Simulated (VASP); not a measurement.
Write the native input for VASP 6.6.1 that does the following.

```
Task                   : single point
Functional             : r2SCAN
Potentials or basis    : VASP PAW PBE potentials, release 64 (Ba_sv, Ti_sv, O)
Cutoff                 : 520 eV
k mesh                 : 8 × 8 × 8
Occupations            : gaussian, width 0.05 eV
Spin                   : no spin polarisation
Dipole correction      : no
Further INCAR settings : ALGO = Normal; EDIFF = 1e-07; NBANDS = 28
```

BaTiO3:

```
Ba Ti O
1.0
     4.61070    0.00000    0.00000
     0.00000    4.61070    0.00000
     0.00000    0.00000    2.99706
Ba Ti O
1 1 3
Direct
  0.00000 0.00000 0.00000
  0.50000 0.50000 0.50000
  0.50000 0.50000 0.00000
  0.50000 0.00000 0.50000
  0.00000 0.50000 0.50000
```

This cell differs from its parent crystal: ratio of the length along z to the lengths across it x 0.65, volume and fractional coordinates fixed.

These files were run (other wordings do the same):

POSCAR

```
BaTiO3
1.0
    4.6107011264      0.0000000000      0.0000000000
    0.0000000000      4.6107011264      0.0000000000
    0.0000000000      0.0000000000      2.9970564486
Ba Ti O
1 1 3
Direct
    0.0000000000      0.0000000000      0.0000000000
    0.5000000000      0.5000000000      0.5000000000
    0.5000000000      0.5000000000      0.0000000000
    0.5000000000      0.0000000000      0.5000000000
    0.0000000000      0.5000000000      0.5000000000
```

INCAR.step1

```
SYSTEM = BaTiO3
PREC = Accurate
ENCUT = 520
ISMEAR = 0
SIGMA = 0.05
LREAL = .False.
LASPH = .True.
NELM = 100
NBANDS = 28
GGA = PE
ALGO = Normal
EDIFF = 1E-4
LWAVE = .True.
LCHARG = .False.
```

INCAR.step2

```
SYSTEM = BaTiO3
PREC = Accurate
ENCUT = 520
EDIFF = 1E-7
ISMEAR = 0
SIGMA = 0.05
LREAL = .False.
LASPH = .True.
NELM = 100
ALGO = Normal
ISIF = 2
LWAVE = .False.
LCHARG = .False.
METAGGA = R2SCAN
LMIXTAU = .True.
NBANDS = 28
ISTART = 1
```

KPOINTS

```
Automatic mesh
0
Gamma
  8 8 8
  0 0 0
```

Potentials or basis: VASP PAW PBE potentials, release 64 (Ba_sv, Ti_sv, O).

The run is started by

```sh
$ cat potpaw_PBE.64/Ba_sv/POTCAR potpaw_PBE.64/Ti_sv/POTCAR potpaw_PBE.64/O/POTCAR > POTCAR
$ cp INCAR.step1 INCAR
$ mpirun -np 1 vasp_std > vasp.out
$ cp INCAR.step2 INCAR
$ mpirun -np 1 vasp_std > vasp.out
```

It gave:

```
Pressure               : 56.0 GPa
Band gap on the k mesh : 0.30 eV
```

Caveat: atoms lie so close that the PAW spheres overlap strongly, which falsifies energies and pressures; the cell stands under pressure; the PAW data sets were made with another functional, which shifts forces and pressure a little; spin-orbit coupling is left out, which moves the levels of the heavy elements.

It took 6.1 min on 1 thread of Intel Xeon 8259CL (shared host), peak memory 0.28 GiB.
